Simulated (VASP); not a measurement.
Set up this calculation in VASP 6.6.1, as the native input.

```
Task                   : single point
Functional             : PBEsol
Potentials or basis    : VASP PAW PBE potentials, release 64 (Pb_d, S)
Cutoff                 : 520 eV
k mesh                 : 8 × 8 × 6
Occupations            : gaussian, width 0.05 eV
Spin                   : no spin polarisation
Dipole correction      : no
Further INCAR settings : ALGO = Normal; EDIFF = 1e-06; NBANDS = 28
```

The structure of PbS lies in POSCAR:

```
PbS
1.0
    2.0799526950     -5.9912968650     -0.0103997635
    2.0799526950      5.9912968650     -0.0103997635
   -0.0213966047      0.0000000000      4.2793209400
Pb S
2 2
Direct
    0.8694366500      0.1305633500      0.7500000000
    0.1305633500      0.8694366500      0.2500000000
    0.6452029100      0.3547970900      0.7500000000
    0.3547970900      0.6452029100      0.2500000000
```

This cell differs from its parent crystal: strain -0.0100 x Voigt [0, 0, 0, 0, 1, 0].

These files were run (other wordings do the same):

INCAR

```
PREC = Accurate
ENCUT = 520
EDIFF = 1E-6
ISMEAR = 0
SIGMA = 0.05
LREAL = False
LASPH = True
NELM = 100
ALGO = Normal
ISIF = 2
LWAVE = False
LCHARG = False
GGA = PS
NBANDS = 28
```

KPOINTS

```
Automatic mesh
0
Gamma
  8 8 6
```

Potentials or basis: VASP PAW PBE potentials, release 64 (Pb_d, S).

Launch:

```bash
$ cat potpaw_PBE.64/Pb_d/POTCAR potpaw_PBE.64/S/POTCAR > POTCAR
$ mpirun -np 1 vasp_std > vasp.out
```

Results of the run:

| Item | Value |
| --- | --- |
| Pressure | -1.9 GPa |
| Largest force | 0.036 eV/Å |
| Band gap on the k mesh | 1.13 eV (least direct gap 1.33 eV) |

Caveat: the cell differs from its parent crystal (strain -0.0100 x Voigt [0, 0, 0, 0, 1, 0]); the PAW data sets were made with another functional, which shifts forces and pressure a little; spin-orbit coupling is left out, which moves the levels of the heavy elements.

It took 4.9 min on 1 thread of Oxide Virtual Turin-like Processor, with other jobs on the host, peak memory 0.4 GiB.
